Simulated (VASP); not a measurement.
# Li2ICl (P4/mmm) in VASP: a series of runs, part 2 of 2

VASP 6.6.1. The steps go on from the part before.

## (3) Relaxation of cell and atoms, PBE

This run uses another cell than the first one, of 20.07 Å³/atom, 0.882 times its volume.

The input, INCAR:

```
SYSTEM = Li2ICl
PREC = Accurate
ENCUT = 600
EDIFF = 1E-6
ISMEAR = 0
SIGMA = 0.02
LREAL = .False.
LASPH = .True.
NELM = 100
ALGO = Normal
ISIF = 3
LWAVE = .False.
LCHARG = .False.
GGA = PE
IBRION = 2
NSW = 100
EDIFFG = -0.005
```

The input, KPOINTS:

```
regular mesh
0
Gamma
  6 6 4
  0 0 0
```

The input, POSCAR:

```
Li2ICl
1.0
    3.8431399133      0.0000000000      0.0000000000
    0.0000000000      3.8431399133      0.0000000000
    0.0000000000      0.0000000000      5.4350205875
Li I Cl
2 1 1
Direct
    0.0000000000      0.0000000000      0.0000000000
    0.5000000000      0.5000000000      0.5000000000
    0.5000000000      0.5000000000      0.0000000000
    0.0000000000      0.0000000000      0.5000000000
```

Potentials or basis: VASP PAW PBE potentials, release 64 (Li_sv, I, Cl).

Launch:

```sh
$ cat potpaw_PBE.64/Li_sv/POTCAR potpaw_PBE.64/I/POTCAR potpaw_PBE.64/Cl/POTCAR > POTCAR
$ mpirun -np 1 vasp_std > vasp.out
```

OUTCAR:

```text
SYSTEM = Li2ICl
   PREC = Accurate
   ENCUT = 600
   EDIFF = 1E-6
   ISMEAR = 0
   LREAL = .False.
   LASPH = .True.
   NELM = 100
   ISIF = 3
   GGA = PE
   IBRION = 2
   NSW = 100
   EDIFFG = -0.005

 ion  position               nearest neighbor table
   1  0.000  0.000  0.000-   3 2.72   3 2.72   3 2.72   3 2.72
   2  0.500  0.500  0.500-   3 2.72   3 2.72
   3  0.500  0.500  0.000-   1 2.72   1 2.72   1 2.72   1 2.72   2 2.72   2 2.72
   4  0.000  0.000  0.500-

  LATTYP: Found a simple tetragonal cell.
 ALAT       =     3.8431399133
 C/A-ratio  =     1.4142135624

  Lattice vectors:

 A1 = (   3.8431399133,   0.0000000000,   0.0000000000)
 A2 = (   0.0000000000,   3.8431399133,   0.0000000000)
 A3 = (   0.0000000000,   0.0000000000,   5.4350205875)

Analysis of symmetry for initial positions (statically):
[... 196 lines left out ...]
      7       0.7923      2.00000
      8       2.1641      2.00000
      9       2.4248      2.00000
     10       2.4248      2.00000
     11       7.6286      0.00000
     12       8.4232      0.00000
     13       8.5545      0.00000
     14      12.2210      0.00000
[... 618 lines left out ...]
--------------------------------------- Ionic step        7  -------------------------------------------

 number of electron      20.0000020 magnetization

 Free energy of the ion-electron system (eV)
  ---------------------------------------------------
  ext. energy  EPLUGINS =         0.00000000
  ---------------------------------------------------
  free energy    TOTEN  =       -12.91147885 eV

  energy without entropy =      -12.91147885  energy(sigma->0) =      -12.91147885

 E-fermi :   1.6458     XC(G=0):  -8.2436

 val. band max:        1.5439350384   @ k =   0.5000   0.0000   0.5000
 cond. band min:       6.1733992679   @ k =   0.5000   0.0000   0.5000
 fundamental gap:      4.6294642295
 Fermi energy:         1.6458405438

 k-point     1 :       0.0000    0.0000    0.0000
  band No.  band energies     occupation
      1     -43.4797      2.00000
      2     -43.3982      2.00000
      3     -11.7949      2.00000
      4      -9.8611      2.00000
      5      -1.4726      2.00000
      6       0.0344      2.00000
      7       0.0344      2.00000
      8       1.1234      2.00000
      9       1.3663      2.00000
     10       1.3663      2.00000
     11       6.1774      0.00000
     12       7.0261      0.00000
     13       7.6996      0.00000
     14      11.0692      0.00000
[... 422 lines left out ...]
  FREE ENERGIE OF THE ION-ELECTRON SYSTEM (eV)
  ---------------------------------------------------
  free  energy   TOTEN  =       -12.9114788488 eV

  energy  without entropy=      -12.9114788488  energy(sigma->0) =      -12.91147885

 reached required accuracy - stopping structural energy minimisation
```

CONTCAR:

```text
Li2ICl
   1.00000000000000
     4.0269847907255416    0.0000000000000000   -0.0000000000000000
     0.0000000000000000    4.0269847907255416    0.0000000000000000
     0.0000000000000000    0.0000000000000000    5.5974451763072821
  Li              I               Cl
     2     1     1
Direct
     0.0000000000000000    0.0000000000000000    0.0000000000000000
     0.5000000000000000    0.5000000000000000    0.5000000000000000
     0.5000000000000000    0.5000000000000000    0.0000000000000000
     0.0000000000000000    0.0000000000000000    0.5000000000000000

  0.00000000E+00  0.00000000E+00  0.00000000E+00
  0.00000000E+00  0.00000000E+00  0.00000000E+00
  0.00000000E+00  0.00000000E+00  0.00000000E+00
  0.00000000E+00  0.00000000E+00  0.00000000E+00
```

Wall time 1.8 min (1 thread of Intel Xeon Platinum 8375C at 2.90GHz (Ice Lake), shared host); peak memory 0.24 GiB.

Results:

* Free energy: -12.9115 eV
* Relaxed volume: 22.69 Å³/atom
* Relaxed cell: a = 4.027 Å, b = 4.027 Å, c = 5.597 Å, α = 90.00°, β = 90.00°, γ = 90.00°
* Space group after relaxing (to 0.05 Å): P4/mmm (No. 123)
* Energy gained by relaxing: 28.5 meV/atom
* Ionic steps: 7
* Pressure after relaxing: 0.0 GPa
* Band gap on the k mesh: 4.63 eV, direct

The path:
| step | energy change (eV) | largest force (eV/Å) | pressure (GPa) | volume (Å³) |
| --- | --- | --- | --- | --- |
| 1 | 0.0000 | 0.0000 | 3.83 | 80.27 |
| 2 | -0.0921 | 0.0000 | 1.46 | 85.97 |
| 3 | -0.1088 | 0.0000 | -0.60 | 93.30 |
| 4 | -0.1134 | 0.0000 | -0.07 | 91.06 |
| 5 | -0.1135 | 0.0000 | -0.01 | 90.84 |
| 6 | -0.1137 | 0.0000 | 0.00 | 90.82 |
| 7 | -0.1141 | 0.0000 | 0.01 | 90.77 |

Final structure:
```
Li I Cl
1.0
     4.02698    0.00000    0.00000
     0.00000    4.02698    0.00000
     0.00000    0.00000    5.59745
Li I Cl
2 1 1
Cartesian
  0.0000 0.0000 0.0000
  2.0135 2.0135 2.7987
  2.0135 2.0135 0.0000
  0.0000 0.0000 2.7987
```

Caveat: the cutoff is under 1.25 times the usual one of these potentials, so pressure, stress and relaxed cells hold a basis-set (Pulay) error; spin-orbit coupling is left out, which moves the levels of the heavy elements. A hybrid or GW would open this gap; PBE tends to underestimate it.

## (4) Single point, PBE

The input, INCAR:

```
SYSTEM = Li2ICl
ALGO = Normal ; EDIFF = 1E-6
ENCUT = 520 ; GGA = PE
ISIF = 2 ; ISMEAR = 0
LASPH = .True. ; LCHARG = .False.
LREAL = .False. ; LWAVE = .False.
NBANDS = 18 ; NELM = 100
PREC = Accurate ; SIGMA = 0.01
```

The input, KPOINTS:

```
k-points
0
Gamma
  6 6 4
  0 0 0
```

The input, POSCAR:

```
Li2ICl
1.0
    4.0326862299      0.0000000000      0.0000000000
    0.0000000000      4.0326862299      0.0000000000
    0.0000000000      0.0000000000      5.5933598486
Li I Cl
2 1 1
Direct
    0.0000000000      0.0000000000      0.0000000000
    0.5000000000      0.5000000000      0.5000000000
    0.5000000000      0.5000000000      0.0000000000
    0.0000000000      0.0000000000      0.5000000000
```

Launch:

```sh
$ cat potpaw_PBE.64/Li_sv/POTCAR potpaw_PBE.64/I/POTCAR potpaw_PBE.64/Cl/POTCAR > POTCAR
$ mpirun -np 1 vasp_std > vasp.out
```

Run time: 28 s. Hardware: 1 thread of Intel Xeon Platinum 8375C at 2.90GHz (Ice Lake), shared host; peak memory 0.21 GiB.

The run converged. Its results:

```
Free energy            : -12.9161 eV
Band gap on the k mesh : 4.63 eV, indirect (the least direct gap lies 3.3 meV higher)
```

Levels at points of the mesh, in eV from the valence-band top:
```tsv
k point	band 7	band 8	band 9	band 10	band 11	band 12	band 13	band 14
(0.00, 0.00, 0.00)	-1.50	-0.42	-0.17	-0.17	4.63	5.48	6.16	9.52
(0.50, 0.00, 0.00)	-1.85	-1.59	-1.07	-0.04	6.05	6.58	7.24	7.34
(0.50, 0.50, 0.00)	-1.63	-1.35	-1.35	-1.20	4.96	6.01	6.43	6.43
(0.00, 0.00, 0.50)	-1.25	-1.25	-0.51	-0.51	6.19	6.67	6.99	7.48
(0.50, 0.00, 0.50)	-1.05	-0.78	-0.41	0.00	4.64	5.62	6.81	6.92
(0.50, 0.50, 0.50)	-2.20	-2.20	-1.65	-1.20	6.15	7.41	7.41	7.75
```

Caveat: the cutoff is under 1.25 times the usual one of these potentials, so pressure, stress and relaxed cells hold a basis-set (Pulay) error; spin-orbit coupling is left out, which moves the levels of the heavy elements. PBE gaps usually lie below the measured ones, often by a third to a half.

## (5) Relaxation of cell and atoms, PBE

The input, INCAR:

```
SYSTEM = Li2ICl
ALGO = Normal
EDIFF = 1E-7
EDIFFG = -0.001
ENCUT = 600
GGA = PE
IBRION = 2
ISIF = 3
ISMEAR = 0
LASPH = .TRUE.
LCHARG = .FALSE.
LREAL = .FALSE.
LWAVE = .FALSE.
NELM = 100
NSW = 80
PREC = Accurate
SIGMA = 0.01
```

The input, KPOINTS:

```
k-points
0
G
  6 6 4
  0 0 0
```

POSCAR is that of step 4.

Launch:

```sh
$ cat potpaw_PBE.64/Li_sv/POTCAR potpaw_PBE.64/I/POTCAR potpaw_PBE.64/Cl/POTCAR > POTCAR
$ mpirun -np 1 vasp_std > vasp.out
```

It took 49 s on 1 thread of Intel Xeon Platinum 8375C at 2.90GHz (Ice Lake), shared host; peak memory 0.24 GiB.

The run converged. Its results:

| Property | Result |
| --- | --- |
| Free energy | -12.9154 eV |
| Relaxed volume | 22.69 Å³/atom |
| Relaxed cell | a = 4.030 Å, b = 4.030 Å, c = 5.589 Å, α = 90.00°, β = 90.00°, γ = 90.00° |
| Space group after relaxing (to 0.05 Å) | P4/mmm (No. 123) |
| Energy gained by relaxing | 0.0 meV/atom |
| Ionic steps | 3 |
| Pressure after relaxing | 0.0 GPa |
| Band gap on the k mesh | 4.64 eV, direct |

Final structure:
```
CELL_PARAMETERS angstrom
4.02982 0.00000 0.00000
0.00000 4.02982 0.00000
0.00000 0.00000 5.58900
ATOMIC_POSITIONS crystal
Li 0.00000 0.00000 0.00000
Li 0.50000 0.50000 0.50000
I 0.50000 0.50000 0.00000
Cl 0.00000 0.00000 0.50000
```

Levels at points of the mesh, in eV from the valence-band top:
| k point | band 6 | band 7 | band 8 | band 9 | band 10 | band 11 | band 12 | band 13 | band 14 |
| --- | --- | --- | --- | --- | --- | --- | --- | --- | --- |
| (0.00, 0.00, 0.00) | -1.51 | -1.51 | -0.42 | -0.17 | -0.17 | 4.64 | 5.48 | 6.16 | 9.53 |
| (0.50, 0.00, 0.00) | -2.19 | -1.86 | -1.60 | -1.08 | -0.04 | 6.05 | 6.58 | 7.24 | 7.34 |
| (0.50, 0.50, 0.00) | -3.04 | -1.64 | -1.36 | -1.36 | -1.21 | 4.96 | 6.01 | 6.42 | 6.42 |
| (0.00, 0.00, 0.50) | -1.80 | -1.26 | -1.26 | -0.51 | -0.51 | 6.19 | 6.67 | 6.99 | 7.49 |
| (0.50, 0.00, 0.50) | -2.92 | -1.06 | -0.78 | -0.41 | 0.00 | 4.64 | 5.62 | 6.81 | 6.92 |
| (0.50, 0.50, 0.50) | -2.43 | -2.21 | -2.21 | -1.66 | -1.20 | 6.15 | 7.41 | 7.41 | 7.75 |

Caveat: the cutoff is under 1.25 times the usual one of these potentials, so pressure, stress and relaxed cells hold a basis-set (Pulay) error; spin-orbit coupling is left out, which moves the levels of the heavy elements.

## (6) Summary

| task | cell | cutoff (eV) | smearing | gap on the mesh (eV) | pressure (GPa) | relaxed volume (Å³/atom) |
| --- | --- | --- | --- | --- | --- | --- |
| single point | a = 4.033, b = 4.033, c = 5.593 Å, 4 atoms | 520 | gaussian 0.02 eV | 4.63 | - | - |
| relaxation of cell and atoms | relaxed from a = 3.843, b = 3.843, c = 5.435 Å, 4 atoms | 600 | gaussian 0.02 eV | 4.63 | 0.0 | 22.69 |
| single point | a = 4.033, b = 4.033, c = 5.593 Å, 4 atoms | 520 | gaussian 0.01 eV | 4.63 | - | - |
| relaxation of cell and atoms | relaxed from a = 4.033, b = 4.033, c = 5.593 Å, 4 atoms | 600 | gaussian 0.01 eV | 4.64 | 0.0 | 22.69 |

Alike in all rows: level PBE; potentials or basis VASP PAW PBE potentials, release 64 (Li_sv, I, Cl); no spin polarisation; k mesh 6 × 6 × 4.

Caveats: the cutoff is under 1.25 times the usual one of these potentials, so pressure, stress and relaxed cells hold a basis-set (Pulay) error; spin-orbit coupling is left out, which moves the levels of the heavy elements.

Total energies depend on the potentials used, so only differences within one code and one set of settings carry meaning.
